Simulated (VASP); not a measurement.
Wanted: the native input for a VASP 6.6.1 run.

* Task: single point
* Functional: PBE
* Potentials or basis: VASP PAW PBE potentials, release 64 (Cs_sv)
* Cutoff: 520 eV
* k mesh: 6 × 6 × 6
* Occupations: fermi-dirac, width 0.08 eV
* Spin: no spin polarisation
* Dipole correction: no
* Further INCAR settings: ALGO = Normal; EDIFF = 1e-06; NBANDS = 16

The structure of Cs lies in POSCAR:

```
Cs
1.0
    0.0000000000      5.0742295954      5.0742295954
    5.0742295954      0.0000000000      5.0742295954
    5.0742295954      5.0742295954      0.0000000000
Cs
2
Direct
   -0.1250000000     -0.1250000000     -0.1250000000
    0.1250000000      0.1250000000      0.1250000000
```

This cell differs from its parent crystal: volume scaled by 0.7.

These files were run (other wordings do the same):

INCAR

```
PREC     = Accurate       # precision mode
ENCUT    = 520            # plane-wave cutoff, eV
EDIFF    = 1E-6           # SCF threshold, eV
ISMEAR   = -1             # smearing method
SIGMA    = 0.08           # smearing width, eV
LREAL    = False          # projectors in reciprocal space
LASPH    = True           # aspherical terms in the spheres
NELM     = 60             # most SCF steps
ALGO     = Normal         # electronic algorithm
ISIF     = 2              # what is computed and relaxed
LWAVE    = False          # write WAVECAR
LCHARG   = False          # write CHGCAR
GGA      = PE             # functional
NBANDS   = 16             # bands
```

KPOINTS

```
regular mesh
0
Gamma
  6 6 6
```

Potentials or basis: VASP PAW PBE potentials, release 64 (Cs_sv).

Command:

```sh
$ cat potpaw_PBE.64/Cs_sv/POTCAR > POTCAR
$ mpirun -np 1 vasp_std > vasp.out
```

It gave:

```json
{
  "Pressure": "0.4 GPa",
  "Band gap on the k mesh": "zero (band 9 reaches 0.43 eV, above the bottom of band 10 at 0.24 eV)"
}
```

Caveat: spin-orbit coupling is left out, which moves the levels of the heavy elements.

Run time: 97 s on 1 thread of Intel Xeon 6975P-C, with other jobs on the host, peak memory 0.4 GiB.
